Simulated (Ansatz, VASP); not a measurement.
# One calculation of InSb, two programs

File INCAR:

```
  PREC = Accurate
  ENCUT = 520
  EDIFF = 1E-6
  ISMEAR = 0
  SIGMA = 0.15
  LREAL = False
  LASPH = True
  NELM = 100
  ALGO = Normal
  ISIF = 2
  LWAVE = False
  LCHARG = False
  GGA = PS
  NBANDS = 16
```

File KPOINTS:

```
Automatic mesh
0
Gamma
  12 12 12
```

File POSCAR:

```
InSb
1.0
    0.0000000000      3.2391000000      3.3362730000
    3.2391000000      0.0000000000      3.3362730000
    3.2391000000      3.2391000000      0.0000000000
In Sb
1 1
Direct
    0.0000000000      0.0000000000      0.0000000000
    0.7500000000      0.7500000000      0.7500000000
```

Input for Ansatz:

```yaml
crystal:
  lattice:
    - [0.0, 3.2391, 3.336273]
    - [3.2391, 0.0, 3.336273]
    - [3.2391, 3.2391, 0.0]
  atoms:
    - { symbol: In, position: [0.0, 0.0, 0.0] }
    - { symbol: Sb, position: [0.75, 0.75, 0.75] }
basis:
  ecutwfc: 420
kpoints:
  mp_grid: { grid: [12, 12, 12] }
hamiltonian:
  xc: pbesol
scf:
  occupations: { method: gaussian, width: 0.15 }
output:
  forces: true
  stress: true
  eigenvalues: true
```

Change from the starting cell: strain +0.0300 x Voigt [0, 0, 1, 0, 0, 0], atoms carried along.

Alike in both runs: task single point; functional PBEsol; k mesh 12 × 12 × 12; occupations gaussian, width 0.15 eV; no spin polarisation.

|  | VASP | Ansatz |
| --- | --- | --- |
| version | VASP 6.6.1 | Ansatz 0.2.0 |
| potentials or method | VASP PAW PBE potentials, release 64 (In_d, Sb), cutoff 520 eV | scalar-relativistic, plane waves, PAW |
| valence electrons in the cell | 18 | 28 |

VASP gave:

```
gap on the k mesh at the Fermi level (eV)                     : none
pressure (GPa)                                                : -0.4
traceless stress, the component that is largest in VASP (GPa) : -0.58
```

**Question.** Which values does Ansatz return?

**Answer.** gap on the k mesh at the Fermi level (eV): none; pressure (GPa): -0.5; traceless stress, the component that is largest in VASP (GPa): -0.58.

VASP's potentials were made for PBE, not for PBEsol. A gap of «none» marks a metal or a gap that the smearing closes. With one functional, cell and mesh, what is left measures potentials, basis and numerics. VASP's potentials hold 18 valence electrons a cell and Ansatz's 28, so a difference there can come from the potentials and not from the codes.

Neither program's run includes spin-orbit coupling.
